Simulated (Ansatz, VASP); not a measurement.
**Two plane-wave programs on NaF**

```xyz
2
Lattice="0.0000 2.2652 2.2071 2.2652 0.0000 2.2071 2.2652 2.2652 0.0000" Properties=species:S:1:pos:R:3 pbc="T T T"
Na    0.0000    0.0000    0.0000
F     2.2652    2.2652    2.2071
```

Change from the starting cell: strain -0.025 along x and y, -0.050 along z, atoms carried along.

Alike in both runs: task single point; functional PBEsol; k mesh 8 × 8 × 8; occupations gaussian, width 0.05 eV; no spin polarisation.

```csv
,VASP,Ansatz
version,VASP 6.6.1,Ansatz 0.2.0
potentials or method,"VASP PAW PBE potentials, release 64 (Na_pv, F), cutoff 520 eV","scalar-relativistic, plane waves, PAW"
valence electrons in the cell,14,16
```

```tsv
	VASP	Ansatz	Ansatz less VASP
gap on the k mesh at the Fermi level (eV)	6.67	6.69	+0.023
least direct gap on the mesh (eV)	6.67	6.69	+0.023
pressure (GPa)	5.6	5.5	-0.06
traceless stress, the component that is largest in VASP (GPa)	2.41	2.31	-0.105
```

VASP's potentials were made for PBE, not for PBEsol. VASP's potentials hold 14 valence electrons a cell and Ansatz's 16, so a difference there can come from the potentials and not from the codes.
